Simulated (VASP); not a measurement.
Set up this calculation in VASP 6.6.1, as the native input.

```
Task                   : single point
Functional             : LDA
Potentials or basis    : VASP PAW LDA potentials, release 64 (La, Hg)
Cutoff                 : 520 eV
k mesh                 : 9 × 9 × 9
Occupations            : fermi-dirac, width 0.05 eV
Spin                   : no spin polarisation
Dipole correction      : no
Further INCAR settings : ALGO = Normal; EDIFF = 1e-07; NBANDS = 18
```

The structure of LaHg lies in POSCAR:

```
LaHg
1.0
    3.5870198506      0.0000000000      0.0000000000
    0.0000000000      3.5870198506      0.0000000000
    0.0000000000      0.0000000000      3.5870198506
La Hg
1 1
Direct
    0.5000000000      0.5000000000      0.5000000000
    0.0000000000      0.0000000000      0.0000000000
```

This cell differs from its parent crystal: volume scaled by 0.8.

These files were run (other wordings do the same):

INCAR

```
SYSTEM = LaHg
PREC = Accurate
ENCUT = 520
EDIFF = 1E-7
ISMEAR = -1
SIGMA = 0.05
LREAL = .False.
LASPH = .True.
NELM = 80
ALGO = Normal
ISIF = 2
LWAVE = .False.
LCHARG = .False.
GGA = CA
NBANDS = 18
```

KPOINTS

```
regular mesh
0
Gamma
  9 9 9
  0 0 0
```

Potentials or basis: VASP PAW LDA potentials, release 64 (La, Hg).

Command:

```console
$ cat potpaw_LDA.64/La/POTCAR potpaw_LDA.64/Hg/POTCAR > POTCAR
$ mpirun -np 1 vasp_std > vasp.out
```

It gave:

```yaml
Pressure: 16.3 GPa
```

It took 16 s on 1 thread of Intel(R) Xeon(R) Platinum 8488C (Sapphire Rapids), with other jobs on the host, peak memory 0.17 GiB.
